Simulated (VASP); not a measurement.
Write the native input for VASP 6.6.1 that does the following.

| Property | Result |
| --- | --- |
| Task | single point |
| Functional | PBEsol |
| Potentials or basis | VASP PAW PBE potentials, release 64 (Ir_sv_GW, O) |
| Cutoff | 700 eV |
| k mesh | 4 × 4 × 6 |
| Occupations | gaussian, width 0.1 eV |
| Spin | collinear spin |
| Starting moments | [1.0, 1.0, 0.0, 0.0, 0.0, 0.0] μB |
| Dipole correction | no |
| Further INCAR settings | ALGO = Normal; EDIFF = 1e-06; NBANDS = 42 |

The structure of IrO2 lies in POSCAR:

```
IrO2
1.0
    4.4990000000      0.0000000000      0.0000000000
    0.0000000000      4.4990000000      0.0000000000
    0.0000000000      0.0000000000      3.1460000000
Ir O
2 4
Direct
    0.0000000000      0.0000000000      0.0000000000
    0.5000000000      0.5000000000      0.5000000000
    0.3110000000      0.3110000000      0.0000000000
    0.1890000000      0.8110000000      0.5000000000
    0.6890000000      0.6890000000      0.0000000000
    0.8110000000      0.1890000000      0.5000000000
```

The input as run:

INCAR

```
SYSTEM = IrO2
PREC     = Accurate       ! precision mode
ENCUT    = 700            ! plane-wave cutoff, eV
EDIFF    = 1E-6           ! SCF threshold, eV
ISMEAR   = 0              ! smearing method
SIGMA    = 0.1            ! smearing width, eV
LREAL    = .FALSE.        ! projectors in reciprocal space
LASPH    = .TRUE.         ! aspherical terms in the spheres
NELM     = 200            ! most SCF steps
ALGO     = Normal         ! electronic algorithm
ISIF     = 2              ! what is computed and relaxed
LWAVE    = .FALSE.        ! write WAVECAR
LCHARG   = .TRUE.         ! write CHGCAR
ISPIN    = 2              ! spin polarisation
MAGMOM   = 1 1 0 0 0 0    ! initial moments
LORBIT   = 11             ! projections on sites
LMAXMIX  = 4              ! l up to which the mixer works
GGA      = PS             ! functional
LELF     = .TRUE.         ! ELF
LVHAR    = .TRUE.       
NBANDS   = 42             ! bands
GGA_COMPAT= .FALSE.
```

KPOINTS

```
regular mesh
0
G
  4 4 6
  0 0 0
```

Potentials or basis: VASP PAW PBE potentials, release 64 (Ir_sv_GW, O).

Launch:

```console
$ cat potpaw_PBE.64/Ir_sv_GW/POTCAR potpaw_PBE.64/O/POTCAR > POTCAR
$ mpirun -np 1 vasp_std > vasp.out
```

It gave:

```
Pressure                                              : -2.2 GPa
Largest force                                         : 0.559 eV/Å
Band gap on the k mesh                                : zero (filled and empty bands overlap)
Net moment                                            : 0.00 μB per cell
Valence electrons inside the program's atomic spheres : Ir 16.18; O 4.99
```

Caveat: the stress differs along the axes, from -4 to 2 GPa; the PAW data sets were made with another functional, which shifts forces and pressure a little; spin-orbit coupling is left out, which moves the levels of the heavy elements.

Run time: 2.2 min on 1 thread of Intel(R) Xeon(R) Platinum 8375C CPU @ 2.90GHz (Ice Lake), on a shared host, peak memory 0.33 GiB.
